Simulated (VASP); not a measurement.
Write the native input for VASP 6.6.1 that does the following.

```
Task                   : relaxation of cell and atoms
Functional             : PBE
Dispersion             : D4
Potentials or basis    : VASP PAW PBE potentials, release 64 (Hf_pv)
Cutoff                 : 600 eV
k mesh                 : 10 × 10 × 5
Occupations            : fermi-dirac, width 0.05 eV
Spin                   : no spin polarisation
Dipole correction      : no
Further INCAR settings : ALGO = Normal; EDIFF = 1e-06; IBRION = 2; EDIFFG = -0.01; NSW = 80; ISIF = 3
```

The structure of Hf lies in POSCAR:

```
Hf
1.0
    3.1967000000      0.0000000000      0.0000000000
   -1.5983500000      2.7684234083      0.0000000000
    0.0000000000      0.0000000000      5.0578000000
Hf
2
Direct
    0.6666666667      0.3333333333      0.7500000000
    0.3333333333      0.6666666667      0.2500000000
```

The input as run:

INCAR

```
ALGO     = Normal         # electronic algorithm
EDIFF    = 1E-6           # SCF threshold, eV
EDIFFG   = -0.01          # ionic threshold
ENCUT    = 600            # plane-wave cutoff, eV
GGA      = PE             # functional
IBRION   = 2              # ionic algorithm
ISIF     = 3              # what is computed and relaxed
ISMEAR   = -1             # smearing method
IVDW     = 13             # dispersion correction
LASPH    = True           # aspherical terms in the spheres
LCHARG   = False          # write CHGCAR
LREAL    = False          # projectors in reciprocal space
LWAVE    = False          # write WAVECAR
NELM     = 80             # most SCF steps
NSW      = 80             # ionic steps
PREC     = Accurate       # precision mode
SIGMA    = 0.05           # smearing width, eV
```

KPOINTS

```
k-points
0
Gamma
  10 10 5
```

Potentials or basis: VASP PAW PBE potentials, release 64 (Hf_pv).

Command:

```sh
$ cat potpaw_PBE.64/Hf_pv/POTCAR > POTCAR
$ mpirun -np 1 vasp_std > vasp.out
```

It gave:

```json
{"Relaxed volume": "22.10 Å³/atom", "Relaxed cell": "a = 3.186 Å, b = 3.186 Å, c = 5.028 Å, α = 90.00°, β = 90.00°, γ = 120.00°", "Space group after relaxing (to 0.05 Å)": "P6_3/mmc (No. 194)", "Energy gained by relaxing": "1.2 meV/atom", "Ionic steps": "5", "Pressure after relaxing": "0.0 GPa", "Band gap on the k mesh": "zero (band 10 reaches 6.18 eV, above the bottom of band 11 at 4.68 eV)", "Dispersion energy per atom": "-0.212 eV"}
```

Caveat: spin-orbit coupling is left out, which moves the levels of the heavy elements; pairwise dispersion overbinds metals, which lowers pressure and volume.

Wall time 35 s on 1 thread of Intel(R) Xeon(R) 6975P-C (Granite Rapids), with other jobs on the host, peak memory 0.2 GiB.
